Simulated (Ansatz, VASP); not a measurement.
Two plane-wave programs on NaF

Contents of INCAR:

```
  PREC = Accurate
  ENCUT = 600
  EDIFF = 1E-6
  ISMEAR = 0
  SIGMA = 0.05
  LREAL = F
  LASPH = T
  NELM = 120
  ALGO = Normal
  ISIF = 2
  LWAVE = F
  LCHARG = F
  GGA = PS
  NBANDS = 14
  GGA_COMPAT = F
```

Contents of KPOINTS:

```
regular mesh
0
Gamma
  6 6 6
```

Contents of POSCAR:

```
NaF
1.0
    2.8166542528      0.0000000000      0.0000000000
    0.0000000000      2.8166542528      0.0000000000
    0.0000000000      0.0000000000      2.8166542528
Na F
1 1
Direct
    0.0000000000      0.0000000000      0.0000000000
    0.5000000000      0.5000000000      0.5000000000
```

Input for Ansatz:

```yaml
crystal:
  lattice:
    - [2.8166542528, 0.0, 0.0]
    - [0.0, 2.8166542528, 0.0]
    - [0.0, 0.0, 2.8166542528]
  atoms:
    - { symbol: Na, position: [0.0, 0.0, 0.0] }
    - { symbol: F, position: [0.5, 0.5, 0.5] }
basis:
  ecutwfc: 420
kpoints:
  mp_grid: { grid: [6, 6, 6] }
hamiltonian:
  xc: pbesol
scf:
  occupations: { method: gaussian, width: 0.05 }
output:
  forces: true
  stress: true
  eigenvalues: true
```

Alike in both runs: task single point; functional PBEsol; k mesh 6 × 6 × 6; occupations gaussian, width 0.05 eV; no spin polarisation.

|  | VASP | Ansatz |
| --- | --- | --- |
| version | VASP 6.6.1 | Ansatz 0.2.0 |
| potentials or method | VASP PAW PBE potentials, release 64 (Na_pv, F), cutoff 600 eV | scalar-relativistic, plane waves, PAW |
| valence electrons in the cell | 14 | 16 |

|  | VASP | Ansatz | Ansatz less VASP |
| --- | --- | --- | --- |
| gap on the k mesh at the Fermi level (eV) | 5.82 | 5.84 | +0.016 |
| least direct gap on the mesh (eV) | 6.16 | 6.18 | +0.018 |
| pressure (GPa) | -0.2 | 0.0 | +0.20 |

VASP's potentials were made for PBE, not for PBEsol. VASP's potentials hold 14 valence electrons a cell and Ansatz's 16, so a difference there can come from the potentials and not from the codes.
